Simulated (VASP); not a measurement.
Set up this calculation in VASP 6.6.1, as the native input.

| Quantity | Value |
| --- | --- |
| Task | single point |
| Functional | BLYP |
| Potentials or basis | VASP PAW PBE potentials, release 64 (Mo_sv) |
| Cutoff | 520 eV |
| k mesh | 11 × 11 × 11 |
| Occupations | fermi-dirac, width 0.1 eV |
| Spin | no spin polarisation |
| Dipole correction | no |
| Further INCAR settings | ALGO = Normal; EDIFF = 1e-06; NBANDS = 21 |

The structure of Mo lies in POSCAR:

```
Mo
1.0
    0.0000000000      2.9701252059      2.9701252059
    2.9701252059      0.0000000000      2.9701252059
    2.9701252059      2.9701252059      0.0000000000
Mo
2
Direct
    0.1250000000      0.1250000000      0.1250000000
    0.8750000000      0.8750000000      0.8750000000
```

This cell differs from its parent crystal: volume scaled by 1.08.

These files were run (other wordings do the same):

INCAR

```
AGGAC    = 1.0          
AGGAX    = 1.0          
ALDAC    = 0.0          
ALDAX    = 1.0          
ALGO     = Normal         # electronic algorithm
EDIFF    = 1E-6           # SCF threshold, eV
ENCUT    = 520            # plane-wave cutoff, eV
GGA      = B5             # functional
ISIF     = 2              # what is computed and relaxed
ISMEAR   = -1             # smearing method
LASPH    = True           # aspherical terms in the spheres
LCHARG   = True           # write CHGCAR
LELF     = True           # ELF
LREAL    = False          # projectors in reciprocal space
LVHAR    = True         
LWAVE    = False          # write WAVECAR
NBANDS   = 21             # bands
NELM     = 100            # most SCF steps
PREC     = Accurate       # precision mode
SIGMA    = 0.1            # smearing width, eV
```

KPOINTS

```
k-points
0
Gamma
  11 11 11
```

Potentials or basis: VASP PAW PBE potentials, release 64 (Mo_sv).

The run is started by

```sh
$ cat potpaw_PBE.64/Mo_sv/POTCAR > POTCAR
$ mpirun -np 1 vasp_std > vasp.out
```

It gave:

The pressure is -5.9 GPa and the band gap on the k mesh is zero (band 14 reaches 6.28 eV, above the bottom of band 15 at 5.81 eV).

Caveat: the PAW data sets were made with another functional, which shifts forces and pressure a little.

It took 99 s on 1 thread of AMD EPYC 7R13, with other jobs on the host, peak memory 0.17 GiB.
